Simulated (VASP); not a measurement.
A run of VASP 6.6.1:

File INCAR:

```
PREC     = Accurate       # precision mode
ENCUT    = 520            # plane-wave cutoff, eV
EDIFF    = 1E-6           # SCF threshold, eV
ISMEAR   = 0              # smearing method
SIGMA    = 0.05           # smearing width, eV
LREAL    = False          # projectors in reciprocal space
LASPH    = True           # aspherical terms in the spheres
NELM     = 60             # most SCF steps
ALGO     = Normal         # electronic algorithm
ISIF     = 2              # what is computed and relaxed
LWAVE    = False          # write WAVECAR
LCHARG   = False          # write CHGCAR
GGA      = PE             # functional
NBANDS   = 16             # bands
```

Contents of KPOINTS:

```
regular mesh
0
Gamma
  9 9 6
```

File POSCAR:

```
MgO
1.0
    3.4772157108      0.0000000000      0.0000000000
   -1.7386078554      3.0113571399      0.0000000000
    0.0000000000      0.0000000000      4.6556441151
Mg O
2 2
Direct
    0.3333333333      0.6666666667     -0.0229692219
    0.6666666667      0.3333333333      0.4770307781
    0.3333333333      0.6666666667      0.3982811987
    0.6666666667      0.3333333333      0.8982811987
```

Potentials or basis: VASP PAW PBE potentials, release 64 (Mg, O).

The run is started by

```bash
$ cat potpaw_PBE.64/Mg/POTCAR potpaw_PBE.64/O/POTCAR > POTCAR
$ mpirun -np 1 vasp_std > vasp.out
```

Hardware: 1 thread of Intel(R) Xeon(R) 6975P-C (Granite Rapids), with other jobs on the host.

Question: How long does it take, and how much memory?

Answer: Wall time 14 s on 1 thread of Intel(R) Xeon(R) 6975P-C (Granite Rapids) (shared host), peak memory 0.18 GiB. Counts: scf iterations 13, k points 48.
